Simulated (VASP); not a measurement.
Crystal: Ga2Mo.

```
CELL_PARAMETERS angstrom
4.50788 0.00000 0.00000
-2.25394 3.90394 0.00000
0.00000 0.00000 2.86561
ATOMIC_POSITIONS crystal
Ga 0.33333 0.66667 0.50000
Ga 0.66667 0.33333 0.50000
Mo 0.00000 0.00000 0.00000
```

| Property | Result |
| --- | --- |
| Program | VASP 6.6.1 |
| Task | relaxation of cell and atoms |
| Functional | PBE |
| Potentials or basis | VASP PAW PBE potentials, release 64 (Ga_d, Mo_sv) |
| Cutoff | 600 eV |
| k mesh | 6 × 6 × 6 |
| Occupations | gaussian, width 0.1 eV |
| Spin | no spin polarisation |

At the start: pressure -10.5 GPa; volume 16.81 Å³/atom.

Question: How do energy, volume and symmetry change on relaxing?

Answer: Over 7 steps the energy falls by 86.7 meV/atom and the volume is 15.40 Å³/atom (-8.4 %); space group P6/mmm (No. 191, to 0.05 Å).

Step by step:
```
step  energy change (eV)  largest force (eV/Å)  pressure (GPa)  volume (Å³)
   1              0.0000                0.0000          -10.53        50.43
   2             -0.1223                0.0000           13.75        42.73
   3             -0.2333                0.0000            1.71        45.56
   4             -0.2592                0.0000            0.65        46.02
   5             -0.2596                0.0000            0.75        45.98
   6             -0.2597                0.0000           -0.66        46.41
   7             -0.2601                0.0000            0.03        46.20
```

Final structure:
```yaml
crystal:
  lattice:
    - [4.48189, 0.00000, 0.00000]
    - [-2.24095, 3.88143, 0.00000]
    - [0.00000, 0.00000, 2.65564]
  atoms:
    - { symbol: Ga, position: [0.33333, 0.66667, 0.50000] }
    - { symbol: Ga, position: [0.66667, 0.33333, 0.50000] }
    - { symbol: Mo, position: [0.00000, 0.00000, 0.00000] }
```

Caveat: the k points lie up to 0.39 Å⁻¹ apart in the final cell.
